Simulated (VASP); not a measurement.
Write the native input for VASP 6.6.1 that does the following.

* Task: single point
* Functional: PBE
* Potentials or basis: VASP PAW PBE potentials, release 64 (Ti_sv, Ta_pv)
* Cutoff: 520 eV
* k mesh: 3 × 3 × 4
* Occupations: gaussian, width 0.1 eV
* Spin: no spin polarisation
* Dipole correction: no
* Further INCAR settings: ALGO = Fast; EDIFF = 1e-07; NBANDS = 67

The structure of Ta4Ti lies in POSCAR:

```
Ta4Ti
1.0
    6.4111525800      0.0000000000      0.0000000000
   -3.2055762900      5.5522210000      0.0000000000
    0.0000000000      0.0000000000      4.7672780300
Ti Ta
2 8
Direct
    0.3333333300      0.6666666700      0.0000000000
    0.6666666700      0.3333333300      0.0000000000
    0.0547175500      0.3384947400      0.5000000000
    0.6615052600      0.7162228100      0.5000000000
    0.2837771900      0.9452824500      0.5000000000
    0.9452824500      0.6615052600      0.5000000000
    0.3384947400      0.2837771900      0.5000000000
    0.7162228100      0.0547175500      0.5000000000
    0.3333333300      0.6666666700      0.5000000000
    0.6666666700      0.3333333300      0.5000000000
```

The cell was generated, and may not be a known phase.

One way to write it, as run:

INCAR

```
SYSTEM = Ta4Ti
PREC = Accurate ; ENCUT = 520
EDIFF = 1E-7 ; ISMEAR = 0
SIGMA = 0.1 ; LREAL = .FALSE.
LASPH = .TRUE. ; NELM = 80
ALGO = Fast ; ISIF = 2
LWAVE = .FALSE. ; LCHARG = .FALSE.
GGA = PE ; NBANDS = 67
```

KPOINTS

```
regular mesh
0
G
  3 3 4
  0 0 0
```

Potentials or basis: VASP PAW PBE potentials, release 64 (Ti_sv, Ta_pv).

The run is started by

```console
$ cat potpaw_PBE.64/Ti_sv/POTCAR potpaw_PBE.64/Ta_pv/POTCAR > POTCAR
$ mpirun -np 1 vasp_std > vasp.out
```

Results of the run:

```yaml
Pressure: 161.4 GPa
Largest_force: 9.924 eV/Å
Band_gap_on_the_k_mesh: zero (bands 56 and 57 overlap by 0.71 eV)
```

Caveat: the k points lie up to 0.38 Å⁻¹ apart, too coarse for converged energies and pressures of a metal; atoms lie so close that the PAW spheres overlap strongly, which falsifies energies and pressures; spin-orbit coupling is left out, which moves the levels of the heavy elements; forces of over 1 eV/Å act on the atoms, so gaps and moduli don't describe the material at rest.

Wall time 6.7 min on 1 thread of Intel(R) Xeon(R) Platinum 8488C (Sapphire Rapids), on a shared host, peak memory 0.33 GiB.
